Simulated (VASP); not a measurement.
Write the native input for VASP 6.6.1 that does the following.

| Item | Value |
| --- | --- |
| Task | single point |
| Functional | PBE |
| Potentials or basis | VASP PAW PBE potentials, release 64 (W_sv, Se) |
| Cutoff | 520 eV |
| k mesh | 6 × 6 × 2 |
| Occupations | gaussian, width 0.1 eV |
| Spin | no spin polarisation |
| Dipole correction | no |
| Further INCAR settings | ALGO = Normal; EDIFF = 1e-06; NBANDS = 35 |

The structure of WSe2 lies in POSCAR:

```
WSe2
1.0
    4.4357460900      0.0000000000      0.0000000000
   -2.2178730500      3.8414688000      0.0000000000
    0.0000000000      0.0000000000      9.0034339900
W Se
2 4
Direct
    0.3333333300      0.6666666700      0.9070955700
    0.6666666700      0.3333333300      0.9070955700
    0.0000000000      0.0000000000      0.8877121100
    0.5000000000      0.0000000000      0.2428639500
    0.0000000000      0.5000000000      0.2428639500
    0.5000000000      0.5000000000      0.2428639500
```

The cell was built from a structure type or drawn by symmetry, and may not be a known phase.

The input as run:

INCAR

```
SYSTEM = WSe2
PREC = Accurate
ENCUT = 520
EDIFF = 1E-6
ISMEAR = 0
SIGMA = 0.1
LREAL = .False.
LASPH = .True.
NELM = 60
ALGO = Normal
ISIF = 2
LWAVE = .False.
LCHARG = .False.
GGA = PE
NBANDS = 35
```

KPOINTS

```
Automatic mesh
0
Gamma
  6 6 2
  0 0 0
```

Potentials or basis: VASP PAW PBE potentials, release 64 (W_sv, Se).

Command:

```sh
$ cat potpaw_PBE.64/W_sv/POTCAR potpaw_PBE.64/Se/POTCAR > POTCAR
$ mpirun -np 1 vasp_std > vasp.out
```

It gave:

```yaml
Pressure: 30.9 GPa
Largest_force: 0.955 eV/Å
Band_gap_on_the_k_mesh: zero (bands 26 and 27 overlap by 0.45 eV)
```

Caveat: the cell stands under pressure; spin-orbit coupling is left out, which moves the levels of the heavy elements.

Run time: 47 s on 1 thread of Intel(R) Xeon(R) 6975P-C (Granite Rapids), on a shared host, peak memory 0.31 GiB.
